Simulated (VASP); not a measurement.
Here is a VASP 6.6.1 calculation.

File INCAR:

```
SYSTEM = Ru
PREC = Accurate
ENCUT = 520
EDIFF = 1E-6
ISMEAR = 0
SIGMA = 0.1
LREAL = .False.
LASPH = .True.
NELM = 100
ALGO = Normal
ISIF = 2
LWAVE = .False.
LCHARG = .True.
GGA = PE
LELF = .True.
LVHAR = .True.
NBANDS = 36
```

Contents of KPOINTS:

```
regular mesh
0
Gamma
  6 6 2
  0 0 0
```

POSCAR

```
Ru
1.0
    4.1341743928      0.0000000000      0.0000000000
   -2.0670871964      3.5803000478      0.0000000000
    0.0000000000      0.0000000000      4.8204330188
Ru
4
Direct
    0.0000000000      0.0000000000      0.2500000000
    0.0000000000      0.0000000000      0.7500000000
    0.3333333333      0.6666666667      0.7500000000
    0.6666666667      0.3333333333      0.2500000000
```

Potentials or basis: VASP PAW PBE potentials, release 64 (Ru_pv).

Launch:

```sh
$ cat potpaw_PBE.64/Ru_pv/POTCAR > POTCAR
$ mpirun -np 1 vasp_std > vasp.out
```

Question: Estimate the band gap on the k mesh.

Answer: Zero (bands 28 and 29 overlap by 0.90 eV).

Question: What does it give for the pressure?

Answer: 0.4 GPa.

Stress tensor (GPa, compression positive):
```
0.50 0.00 0.00
0.00 0.50 0.00
0.00 0.00 0.05
```

Caveat: the k points lie up to 0.65 Å⁻¹ apart, too coarse for converged energies and pressures of a metal.
